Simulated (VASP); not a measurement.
Here is a VASP 6.6.1 calculation.

INCAR

```
PREC     = Accurate       # precision mode
ENCUT    = 520            # plane-wave cutoff, eV
EDIFF    = 1E-6           # SCF threshold, eV
ISMEAR   = 0              # smearing method
SIGMA    = 0.1            # smearing width, eV
LREAL    = False          # projectors in reciprocal space
LASPH    = True           # aspherical terms in the spheres
NELM     = 150            # most SCF steps
ALGO     = Normal         # electronic algorithm
ISIF     = 2              # what is computed and relaxed
LWAVE    = False          # write WAVECAR
LCHARG   = False          # write CHGCAR
ISPIN    = 2              # spin polarisation
MAGMOM   = 2.51 0.01 0 0  # initial moments
LORBIT   = 11             # projections on sites
LMAXMIX  = 4              # l up to which the mixer works
GGA      = PE             # functional
NBANDS   = 30             # bands
```

File KPOINTS:

```
Automatic mesh
0
Gamma
  6 6 6
```

The input POSCAR:

```
WF3
1.0
    3.7172115500      0.0000000000      0.0000000000
    0.0000000000      3.7172115500      0.0000000000
    0.0000000000      0.0000000000      3.7697252700
W F
1 3
Direct
    0.0000000000      0.0000000000      0.0000000000
    0.5000000000      0.5000000000      0.0000000000
    0.0000000000      0.5000000000      0.5000000000
    0.5000000000      0.0000000000      0.5000000000
```

Potentials or basis: VASP PAW PBE potentials, release 64 (W_sv, F).

Command:

```sh
$ cat potpaw_PBE.64/W_sv/POTCAR potpaw_PBE.64/F/POTCAR > POTCAR
$ mpirun -np 1 vasp_std > vasp.out
```

Problem. What does it give for the site moments?

Solution. W +2.57; F -0.01, -0.02 (each value once) μB.

Problem. Predict the pressure.

Solution. -22.3 GPa.

Stress tensor (GPa, compression positive):
```
-21.77   0.00   0.00
  0.00 -21.77   0.00
  0.00   0.00 -23.43
```

Caveat: the cell stands under tension.
